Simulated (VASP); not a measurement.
Wanted: the native input for a VASP 6.6.1 run.

```
Task                   : single point
Functional             : PBE
Potentials or basis    : VASP PAW PBE potentials, release 64 (K_sv, Cl)
Cutoff                 : 520 eV
k mesh                 : 6 × 6 × 6
Occupations            : gaussian, width 0.02 eV
Spin                   : no spin polarisation
Dipole correction      : no
Further INCAR settings : ALGO = Normal; EDIFF = 1e-06; NBANDS = 15
```

The structure of KCl lies in POSCAR:

```
KCl
1.0
    0.0000000000      3.1561000000      3.1561000000
    3.1561000000      0.0000000000      3.1561000000
    3.1561000000      3.1561000000      0.0000000000
K Cl
1 1
Direct
    0.0237635056      0.0237635056     -0.0237635056
    0.5000000000      0.5000000000      0.5000000000
```

These files were run (other wordings do the same):

INCAR

```
PREC = Accurate ; ENCUT = 520
EDIFF = 1E-6 ; ISMEAR = 0
SIGMA = 0.02 ; LREAL = False
LASPH = True ; NELM = 60
ALGO = Normal ; ISIF = 2
LWAVE = False ; LCHARG = False
GGA = PE ; NBANDS = 15
```

KPOINTS

```
Automatic mesh
0
Gamma
  6 6 6
```

Potentials or basis: VASP PAW PBE potentials, release 64 (K_sv, Cl).

Run with:

```sh
$ cat potpaw_PBE.64/K_sv/POTCAR potpaw_PBE.64/Cl/POTCAR > POTCAR
$ mpirun -np 1 vasp_std > vasp.out
```

Results of the run:

* Pressure: 0.8 GPa
* Largest force: 0.208 eV/Å
* Band gap on the k mesh: 5.16 eV, direct

Wall time 18 s on 1 thread of AMD EPYC 7R13, on a shared host, peak memory 0.21 GiB.
